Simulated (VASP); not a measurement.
Sb, 1 atom in the cell. It takes space group Pm-3m (No. 221, cubic). Conventional cell: a = 3.160 Å, b = 3.160 Å, c = 3.160 Å, α = 90.00°, β = 90.00°, γ = 90.00°. Within 4.2 Å of Sb (site symmetry m-3m) lie 6 Sb at 3.16 Å. 

* Program: VASP 6.6.1
* Task: single point
* Functional: PBE
* Potentials or basis: VASP PAW PBE potentials, release 64 (Sb)
* Cutoff: 520 eV
* k mesh: 8 × 8 × 8
* Occupations: gaussian, width 0.028 eV
* Spin: no spin polarisation
* Dipole correction: no
* Further INCAR settings: ALGO = Normal; EDIFF = 1e-06; NBANDS = 8

Potentials or basis: VASP PAW PBE potentials, release 64 (Sb).

Command:

```sh
$ cat potpaw_PBE.64/Sb/POTCAR > POTCAR
$ mpirun -np 1 vasp_std > vasp.out
```

Hardware: 1 thread of Intel(R) Xeon(R) 6975P-C (Granite Rapids), on a shared host.

Q: Estimate the wall time of this run.

A: Run time: 2.5 s on 1 thread of Intel(R) Xeon(R) 6975P-C (Granite Rapids) (shared host), peak memory 0.13 GiB. Counts: scf iterations 10, k points 35.
